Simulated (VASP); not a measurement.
# AlN (kat) (Fm-3m) in VASP: a series of runs

The runs below take AlN (kat) through single point, relaxation of the atoms, with LDA.

Program: VASP 6.6.1. These are calculated values, not measurements. Logs are shortened: lines on timing, memory, paths and dates and some standing lists are left out, and cuts for length are marked.

### 1 The cell of the first run

It takes space group Fm-3m (No. 225, cubic). Conventional cell: a = 4.037 Å, b = 4.037 Å, c = 4.037 Å, α = 90.00°, β = 90.00°, γ = 90.00°. Al (site symmetry m-3m) has 6 N at 2.02 Å within 2.7 Å. Within 2.7 Å of N (site symmetry m-3m) lie 6 Al at 2.02 Å.

### 2 Single point, LDA (strained cell)

The input, INCAR:

```
PREC = Accurate
ENCUT = 600
EDIFF = 1E-6
ISMEAR = 0
SIGMA = 0.02
LREAL = F
LASPH = T
NELM = 120
ALGO = Normal
ISIF = 2
LWAVE = F
LCHARG = F
NBANDS = 11
GGA_COMPAT = F
```

The input, KPOINTS:

```
Automatic mesh
0
Gamma
  10 10 10
```

The input, POSCAR:

```
AlN
1.0
    0.0000000000      2.0182764774      2.0182764774
    2.0182764774      0.0000000000      2.0182764774
    2.0182764774      2.0182764774      0.0000000000
Al N
1 1
Direct
    0.5000000000      0.5000000000      0.5000000000
    0.0000000000      0.0000000000      0.0000000000
```

Potentials or basis: VASP PAW LDA potentials, release 64 (Al, N).

Started as:

```bash
cat potpaw_LDA.64/Al/POTCAR potpaw_LDA.64/N/POTCAR > POTCAR
mpirun -np 1 vasp_std > vasp.out
```

OUTCAR:

```text
PREC = Accurate
   ENCUT = 600
   EDIFF = 1E-6
   ISMEAR = 0
   LREAL = F
   LASPH = T
   NELM = 120
   ISIF = 2

 ion  position               nearest neighbor table
   1  0.500  0.500  0.500-   2 2.02   2 2.02   2 2.02   2 2.02   2 2.02   2 2.02
   2  0.000  0.000  0.000-   1 2.02   1 2.02   1 2.02   1 2.02   1 2.02   1 2.02

  LATTYP: Found a face centered cubic cell.
 ALAT       =     4.0365529548

  Lattice vectors:

 A1 = (   0.0000000000,   2.0182764774,   2.0182764774)
 A2 = (   2.0182764774,   0.0000000000,   2.0182764774)
 A3 = (   2.0182764774,   2.0182764774,   0.0000000000)

Analysis of symmetry for initial positions (statically):
=====================================================================
 Subroutine PRICEL returns:
 Original cell was already a primitive cell.

 Routine SETGRP: Setting up the symmetry group for a
 face centered cubic supercell.

 Subroutine GETGRP returns: Found 48 space group operations
[... 9 lines left out ...]

 Routine SETGRP: Setting up the symmetry group for a
 face centered cubic supercell.

 Subroutine GETGRP returns: Found 48 space group operations
[... 11 lines left out ...]
                                     Primitive cell

  volume of cell :      16.4427

  direct lattice vectors                    reciprocal lattice vectors
     0.000000000  2.018276477  2.018276477    -0.247736128  0.247736128  0.247736128
     2.018276477  0.000000000  2.018276477     0.247736128 -0.247736128  0.247736128
     2.018276477  2.018276477  0.000000000     0.247736128  0.247736128 -0.247736128

  length of vectors
     2.854273967  2.854273967  2.854273967     0.429091561  0.429091561  0.429091561

  position of ions in fractional coordinates (direct lattice)
     0.500000000  0.500000000  0.500000000
     0.000000000  0.000000000  0.000000000

  ion indices of the primitive-cell ions
   primitive index   ion index
                 1           1
                 2           2

----------------------------------------------------------------------------------------

 KPOINTS: Automatic mesh

Automatic generation of k-mesh.
 Grid dimensions read from file:
 generate k-points for:   10   10   10

 Generating k-lattice:

  Cartesian coordinates                     Fractional coordinates (reciprocal lattice)
    -0.024773613  0.024773613  0.024773613     0.100000000  0.000000000  0.000000000
     0.024773613 -0.024773613  0.024773613     0.000000000  0.100000000  0.000000000
     0.024773613  0.024773613 -0.024773613     0.000000000  0.000000000  0.100000000

  Length of vectors
     0.042909156  0.042909156  0.042909156

  Shift w.r.t. Gamma in fractional coordinates (k-lattice)
     0.000000000  0.000000000  0.000000000

 Subroutine IBZKPT returns following result:
 ===========================================

 Found     47 irreducible k-points:

 Following reciprocal coordinates:
            Coordinates               Weight
  0.000000  0.000000  0.000000      1.000000
  0.100000  0.000000  0.000000      8.000000
  0.200000  0.000000  0.000000      8.000000
  0.300000  0.000000  0.000000      8.000000
  0.400000  0.000000  0.000000      8.000000
  0.500000  0.000000  0.000000      4.000000
[... 16 lines left out ...]
  0.300000  0.300000  0.000000      6.000000
  0.400000  0.300000  0.000000     24.000000
 [... further k-points ...]
   k-points           NKPTS =     47   k-points in BZ     NKDIM =     47   number of bands    NBANDS=     11
   number of dos      NEDOS =    301   number of ions     NIONS =      2
   total plane-waves  NPLWV =  13824
   dimension x,y,z NGX =    24 NGY =   24 NGZ =   24
   dimension x,y,z NGXF=    48 NGYF=   48 NGZF=   48
   ions per type =               1   1
   NGX,Y,Z   is equivalent  to a cutoff of  13.98, 13.98, 13.98 a.u.
   NGXF,Y,Z  is equivalent  to a cutoff of  27.96, 27.96, 27.96 a.u.
 SYSTEM =  unknown system
   PREC   = accura    normal or accurate (medium, high low for compatibility)
   ISTART =      0    job   : 0-new  1-cont  2-samecut
   ICHARG =      2    charge: 1-file 2-atom 10-const
   ISPIN  =      1    spin polarized calculation?
   LNONCOLLINEAR =      F non collinear calculations
   LSORBIT =      F    spin-orbit coupling
   LASPH  =      T    aspherical Exc in radial PAW
   ENCUT  =  600.0 eV  44.10 Ry    6.64 a.u.   5.70  5.70  5.70*2*pi/ulx,y,z
   NELM   =    120;   NELMIN=  2; NELMDL= -5     # of ELM steps
   EDIFF  = 0.1E-05   stopping-criterion for ELM
   LREAL  =      F    real-space projection
   EDIFFG = 0.1E-04   stopping-criterion for IOM
   NSW    =      0    number of steps for IOM
   IBRION =     -1    ionic relax: 0-MD 1-quasi-New 2-CG
   NFREE  =      0    steps in history (QN), initial steepest desc. (CG)
   ISIF   =      2    stress and relaxation
   ISYM   =      2    0-nonsym 1-usesym 2-fastsym
   POTIM  = 0.5000    time-step for ionic-motion
   TEBEG  =    0.0;   TEEND  =   0.0 temperature during run
   PSTRESS=    0.0 pullay stress
   NELECT =       8.0000    total number of electrons
   NUPDOWN=      -1.0000    fix difference up-down
   EMIN   =  10.00;   EMAX   =-10.00  energy-range for DOS
   EFERMI =   0.00;   METHOD = LEGACY
   ISMEAR =     0;   SIGMA  =   0.02  broadening in eV -4-tet -1-fermi 0-gaus
   EFERMI_NEDOS =   21; number of points for ismear=-14 and -15
   IALGO  =     38    algorithm
   IMIX   =      4    mixing-type and parameters
     AMIX     =   0.40;   BMIX     =  1.00
     AMIX_MAG =   1.60;   BMIX_MAG =  1.00
  volume/ion in A,a.u.               =       8.22        55.48
  Fermi-wavevector in a.u.,A,eV,Ry     =   1.287600  2.433210 22.557272  1.657913
  Thomas-Fermi vector in A             =   2.419604
   LORBIT       =      0    0 simple, 1 ext, 2 COOP (PROOUT), +10 PAW based schemes
   GGA     = CA    functional components
   LHFCALC =     F    Hartree Fock is set to
   AEXX    =    0.0000 exact exchange contribution
   IVDW    =     0    specifies the selected vdW correction
   LEPSILON=     F    determine dielectric tensor
   LRPA    =     F    only Hartree local field effects (RPA)
 non-spin polarized calculation
 Gauss-broadening in eV      SIGMA  =   0.02
  energy-cutoff  :      600.00
  volume of cell :       16.44
 maximum number of plane-waves:       568
   NGX = 11   NGY = 11   NGZ = 11

 number of electron       8.0000000 magnetization

 Free energy of the ion-electron system (eV)
  ---------------------------------------------------
  ext. energy  EPLUGINS =         0.00000000
  ---------------------------------------------------
  free energy    TOTEN  =       -16.22771067 eV

  energy without entropy =      -16.22771067  energy(sigma->0) =      -16.22771067

 E-fermi :   9.8725     XC(G=0): -12.5972

 val. band max:        9.7758215548   @ k =   0.0000   0.0000   0.0000
 cond. band min:      14.2844222315   @ k =   0.5000   0.5000   0.0000
 fundamental gap:      4.5086006767
 Fermi energy:         9.8725455203

 k-point     1 :       0.0000    0.0000    0.0000
  band No.  band energies     occupation
      1      -7.6782      2.00000
      2       9.7758      2.00000
      3       9.7758      2.00000
      4       9.7758      2.00000
      5      15.6198      0.00000
      6      21.8143      0.00000
      7      21.8143      0.00000
      8      21.8143      0.00000
      9      27.0514      0.00000
     10      27.4447      0.00000
     11      27.4447      0.00000

 k-point     2 :       0.1000    0.0000    0.0000
  band No.  band energies     occupation
      1      -7.4698      2.00000
      2       8.7706      2.00000
      3       9.6518      2.00000
      4       9.6518      2.00000
      5      16.2168      0.00000
      6      20.9296      0.00000
      7      22.1138      0.00000
      8      22.1138      0.00000
      9      25.8200      0.00000
     10      25.8200      0.00000
     11      27.8582      0.00000

 k-point     3 :       0.2000    0.0000    0.0000
  band No.  band energies     occupation
      1      -6.8626      2.00000
      2       6.6285      2.00000
      3       9.3510      2.00000
      4       9.3510      2.00000
      5      16.7975      0.00000
      6      20.4698      0.00000
      7      22.2805      0.00000
      8      22.2805      0.00000
      9      25.2431      0.00000
     10      25.2431      0.00000
     11      27.1693      0.00000

 k-point     4 :       0.3000    0.0000    0.0000
  band No.  band energies     occupation
      1      -5.9271      2.00000
      2       4.2781      2.00000
      3       9.0183      2.00000
      4       9.0183      2.00000
      5      16.4831      0.00000
      6      21.4355      0.00000
      7      21.5319      0.00000
      8      21.5319      0.00000
      9      26.3526      0.00000
     10      26.7428      0.00000
     11      26.7428      0.00000

 k-point     5 :       0.4000    0.0000    0.0000
  band No.  band energies     occupation
      1      -4.8748      2.00000
      2       2.2818      2.00000
      3       8.7740      2.00000
      4       8.7740      2.00000
      5      16.0816      0.00000
      6      20.8609      0.00000
      7      20.8609      0.00000
      8      22.5457      0.00000
      9      25.8324      0.00000
     10      28.9537      0.00000
     11      28.9537      0.00000
[... 211 lines left out ...]
 k-point    21 :      -0.3000    0.2000    0.0000
  band No.  band energies     occupation
      1      -4.6605      2.00000
      2       3.3878      2.00000
      3       6.0778      2.00000
      4       8.6372      2.00000
      5      17.9563      0.00000
      6      19.5858      0.00000
      7      21.1594      0.00000
      8      21.9436      0.00000
      9      26.6794      0.00000
     10      28.8613      0.00000
     11      30.3742      0.00000

 k-point    22 :      -0.2000    0.2000    0.0000
  band No.  band energies     occupation
      1      -5.6244      2.00000
      2       4.8368      2.00000
      3       6.7982      2.00000
      4       9.0833      2.00000
      5      18.4624      0.00000
      6      19.7067      0.00000
      7      20.4911      0.00000
      8      22.1479      0.00000
      9      24.6870      0.00000
     10      28.7408      0.00000
     11      30.0626      0.00000

 k-point    23 :       0.3000    0.3000    0.0000
  band No.  band energies     occupation
      1      -5.3766      2.00000
      2       4.9863      2.00000
      3       7.7297      2.00000
      4       7.7297      2.00000
      5      16.3661      0.00000
      6      16.5701      0.00000
      7      21.4838      0.00000
      8      25.2692      0.00000
      9      25.2692      0.00000
     10      30.1916      0.00000
     11      33.6288      0.00000

 k-point    24 :       0.4000    0.3000    0.0000
  band No.  band energies     occupation
      1      -4.5941      2.00000
      2       3.9274      2.00000
      3       6.9454      2.00000
      4       7.4702      2.00000
      5      15.8254      0.00000
      6      16.5942      0.00000
      7      21.9326      0.00000
      8      25.2244      0.00000
      9      25.9831      0.00000
     10      31.4658      0.00000
     11      34.3158      0.00000

 [... further k-points ...]
[... 5 lines left out ...]
  --------------------------------------------------------------------------------------
  -------------------------------------------------------------------------------------
  Total       -0.4741799     -0.4741799     -0.4741799     -0.0000000     -0.0000000      0.0000000
  in kB      -46.2042282    -46.2042282    -46.2042282     -0.0000000     -0.0000000      0.0000000
  external PRESSURE =     -46.2042282 kB  Pullay stress =       0.0000000 kB

 VOLUME and BASIS-vectors are now :
 -----------------------------------------------------------------------------
  energy-cutoff  :      600.00
  volume of cell :       16.44
      direct lattice vectors                 reciprocal lattice vectors
     0.000000000  2.018276477  2.018276477    -0.247736128  0.247736128  0.247736128
     2.018276477  0.000000000  2.018276477     0.247736128 -0.247736128  0.247736128
     2.018276477  2.018276477  0.000000000     0.247736128  0.247736128 -0.247736128

 POSITION                                       TOTAL-FORCE (eV/Angst)
 -----------------------------------------------------------------------------------
      2.01828      2.01828      2.01828         0.000000      0.000000      0.000000
      0.00000      0.00000      0.00000         0.000000     -0.000000     -0.000000
 -----------------------------------------------------------------------------------
    total drift:                                0.000000     -0.000000     -0.000000

  FREE ENERGIE OF THE ION-ELECTRON SYSTEM (eV)
  ---------------------------------------------------
  free  energy   TOTEN  =       -16.2277106708 eV

  energy  without entropy=      -16.2277106708  energy(sigma->0) =      -16.22771067
```

Run time: 3 s. Hardware: 1 thread of Intel Xeon 6975P-C (Granite Rapids), shared host; peak memory 0.12 GiB.

Results:

- Free energy: -16.2277 eV
- Pressure: -4.6 GPa
- Band gap on the k mesh: 4.51 eV, indirect (least direct gap 5.84 eV)

Levels at points of the mesh, in eV from the valence-band top:
```
           k point  band 1  band 2  band 3  band 4  band 5  band 6  band 7  band 8  band 9
(0.00, 0.00, 0.00)  -17.45    0.00    0.00    0.00    5.84   12.04   12.04   12.04   17.28
(0.50, 0.00, 0.00)  -14.09   -8.38   -1.09   -1.09    6.16   10.84   10.84   13.19   15.93
(0.50, 0.50, 0.00)  -13.07   -7.45   -2.83   -2.83    4.51    5.19   13.95   17.07   17.07
```

Caveat: the cell differs from its parent crystal (strained cell).

### 3 Relaxation of the atoms, LDA (strained cell)

The input, INCAR:

```
PREC = Accurate
ENCUT = 520
EDIFF = 1E-7
ISMEAR = 0
SIGMA = 0.02
LREAL = F
LASPH = T
NELM = 120
ALGO = Normal
ISIF = 2
LWAVE = F
LCHARG = F
IBRION = 2
NSW = 60
EDIFFG = -0.002
GGA_COMPAT = F
NELMIN = 4
```

KPOINTS is that of step 2.

POSCAR is that of step 2.

Potentials or basis: VASP PAW LDA potentials, release 64 (Al, N).

Started as:

```bash
cat potpaw_LDA.64/Al/POTCAR potpaw_LDA.64/N/POTCAR > POTCAR
mpirun -np 1 vasp_std > vasp.out
```

OUTCAR:

```text
PREC = Accurate
   ENCUT = 520
   EDIFF = 1E-7
   ISMEAR = 0
   LREAL = F
   LASPH = T
   NELM = 120
   ISIF = 2
   IBRION = 2
   NSW = 60
   EDIFFG = -0.002
   NELMIN = 4

 ion  position               nearest neighbor table
   1  0.500  0.500  0.500-   2 2.02   2 2.02   2 2.02   2 2.02   2 2.02   2 2.02
   2  0.000  0.000  0.000-   1 2.02   1 2.02   1 2.02   1 2.02   1 2.02   1 2.02

  LATTYP: Found a face centered cubic cell.
 ALAT       =     4.0365529548

  Lattice vectors:

 A1 = (   0.0000000000,   2.0182764774,   2.0182764774)
[... 446 lines left out ...]
      6      16.5942      0.00000
      7      21.9330      0.00000
      8      25.2248      0.00000

 [... further k-points ...]
[... 5 lines left out ...]
  --------------------------------------------------------------------------------------
  -------------------------------------------------------------------------------------
  Total       -0.4615643     -0.4615643     -0.4615643      0.0000000      0.0000000      0.0000000
  in kB      -44.9749595    -44.9749595    -44.9749595      0.0000000      0.0000000      0.0000000
  external PRESSURE =     -44.9749595 kB  Pullay stress =       0.0000000 kB

 VOLUME and BASIS-vectors are now :
 -----------------------------------------------------------------------------
  energy-cutoff  :      520.00
  volume of cell :       16.44
      direct lattice vectors                 reciprocal lattice vectors
     0.000000000  2.018276477  2.018276477    -0.247736128  0.247736128  0.247736128
     2.018276477  0.000000000  2.018276477     0.247736128 -0.247736128  0.247736128
     2.018276477  2.018276477  0.000000000     0.247736128  0.247736128 -0.247736128

 POSITION                                       TOTAL-FORCE (eV/Angst)
 -----------------------------------------------------------------------------------
      2.01828      2.01828      2.01828        -0.000000      0.000000      0.000000
      0.00000      0.00000      0.00000         0.000000     -0.000000     -0.000000
 -----------------------------------------------------------------------------------
    total drift:                                0.000000     -0.000000     -0.000000

  FREE ENERGIE OF THE ION-ELECTRON SYSTEM (eV)
  ---------------------------------------------------
  free  energy   TOTEN  =       -16.2270176430 eV

  energy  without entropy=      -16.2270176430  energy(sigma->0) =      -16.22701764

 reached required accuracy - stopping structural energy minimisation
```

OSZICAR:

```text
N       E                     dE             d eps       ncg     rms          rms(c)
DAV:   1     0.350995015817E+01    0.35100E+01   -0.42104E+03   768   0.920E+02
DAV:   2    -0.179072754884E+02   -0.21417E+02   -0.20164E+02  1088   0.107E+02
DAV:   3    -0.181055991590E+02   -0.19832E+00   -0.19832E+00   840   0.131E+01
DAV:   4    -0.181059153211E+02   -0.31616E-03   -0.31616E-03  1112   0.549E-01
DAV:   5    -0.181059160017E+02   -0.68060E-06   -0.68060E-06   896   0.161E-02    0.769E+00
DAV:   6    -0.162857140039E+02    0.18202E+01   -0.95432E+00   752   0.204E+01    0.281E+00
DAV:   7    -0.162463341517E+02    0.39380E-01   -0.97371E-02   960   0.276E+00    0.168E+00
DAV:   8    -0.162270450136E+02    0.19289E-01   -0.12279E-02   784   0.135E+00    0.192E-01
DAV:   9    -0.162270180846E+02    0.26929E-04   -0.15308E-04  1112   0.952E-02    0.136E-01
DAV:  10    -0.162270177877E+02    0.29686E-06   -0.64561E-06   816   0.275E-02    0.180E-02
DAV:  11    -0.162270176473E+02    0.14043E-06   -0.34987E-07  1008   0.413E-03    0.338E-03
DAV:  12    -0.162270176430E+02    0.43206E-08   -0.19142E-08   440   0.113E-03
   1 F= -.16227018E+02 E0= -.16227018E+02  d E =-.162270E+02
```

Run time: 2.6 s. Hardware: 1 thread of Intel Xeon 6975P-C (Granite Rapids), shared host; peak memory 0.12 GiB.

What came out:

| Item | Value |
| --- | --- |
| Free energy | -16.2270 eV |
| Pressure after relaxing | -4.5 GPa |
| Band gap on the k mesh | 4.51 eV, indirect (least direct gap 5.84 eV) |

Final structure:
```
Al N
1.0
     0.00000    2.01828    2.01828
     2.01828    0.00000    2.01828
     2.01828    2.01828    0.00000
Al N
1 1
Direct
  0.50000 0.50000 0.50000
  0.00000 0.00000 0.00000
```

Caveat: the cell differs from its parent crystal (strained cell); the relaxation stopped at its first step, so nothing moved. A k mesh can miss the band edges.
